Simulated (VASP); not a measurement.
Input of a VASP 6.6.1 run:

The input INCAR:

```
SYSTEM = InAs
PREC = Accurate
ENCUT = 520
EDIFF = 1E-7
ISMEAR = 0
SIGMA = 0.1
LREAL = .FALSE.
LASPH = .TRUE.
NELM = 100
ALGO = Normal
ISIF = 2
LWAVE = .FALSE.
LCHARG = .FALSE.
GGA = PE
NBANDS = 16
```

Contents of KPOINTS:

```
regular mesh
0
G
  12 12 12
  0 0 0
```

Contents of POSCAR:

```
InAs
1.0
    0.0000000000      2.9974365836      2.9974365836
    2.9974365836      0.0000000000      2.9974365836
    2.9974365836      2.9974365836      0.0000000000
In As
1 1
Direct
    0.0000000000      0.0000000000      0.0000000000
    0.2500000000      0.2500000000      0.2500000000
```

Potentials or basis: VASP PAW PBE potentials, release 64 (In_d, As).

Command:

```console
$ cat potpaw_PBE.64/In_d/POTCAR potpaw_PBE.64/As/POTCAR > POTCAR
$ mpirun -np 1 vasp_std > vasp.out
```

**Question.** What does it give for the band gap on the k mesh?

**Answer.** Zero (filled and empty bands touch).

**Question.** What does it give for the pressure?

**Answer.** 5.8 GPa.

Caveat: spin-orbit coupling is left out, which moves the levels of the heavy elements.
